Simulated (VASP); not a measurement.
Input of a VASP 6.6.1 run:

The input INCAR:

```
SYSTEM = ZrC
PREC     = Accurate       ! precision mode
ENCUT    = 520            ! plane-wave cutoff, eV
EDIFF    = 1E-8           ! SCF threshold, eV
ISMEAR   = -1             ! smearing method
SIGMA    = 0.05           ! smearing width, eV
LREAL    = .False.        ! projectors in reciprocal space
LASPH    = .True.         ! aspherical terms in the spheres
NELM     = 60             ! most SCF steps
ALGO     = Normal         ! electronic algorithm
ISIF     = 2              ! what is computed and relaxed
LWAVE    = .False.        ! write WAVECAR
LCHARG   = .False.        ! write CHGCAR
GGA      = PS             ! functional
LEFG     = .True.       
NBANDS   = 15             ! bands
```

File KPOINTS:

```
Automatic mesh
0
Gamma
  15 15 15
  0 0 0
```

The input POSCAR:

```
ZrC
1.0
    0.0470042000      2.3737121000      2.3737121000
    2.3737121000      0.0470042000      2.3737121000
    2.3737121000      2.3737121000      0.0470042000
Zr C
1 1
Direct
    0.5000000000      0.5000000000      0.5000000000
    0.0000000000      0.0000000000      0.0000000000
```

Potentials or basis: VASP PAW PBE potentials, release 64 (Zr_sv, C).

Command:

```console
$ cat potpaw_PBE.64/Zr_sv/POTCAR potpaw_PBE.64/C/POTCAR > POTCAR
$ mpirun -np 1 vasp_std > vasp.out
```

(1) What does it give for the pressure?

(2) Predict the band gap on the k mesh.

Results:

(1) -4.2 GPa.

(2) zero (bands 8 and 9 overlap by 1.30 eV).

Caveat: the cell differs from its parent crystal (equal xy, yz and zx shear strains of +2 %); the cell stands under tension; without QUAD_EFG the Cq values of the log hold for a quadrupole moment of 1 mb, not for the nuclei; the PAW data sets were made with another functional, which shifts forces and pressure a little.
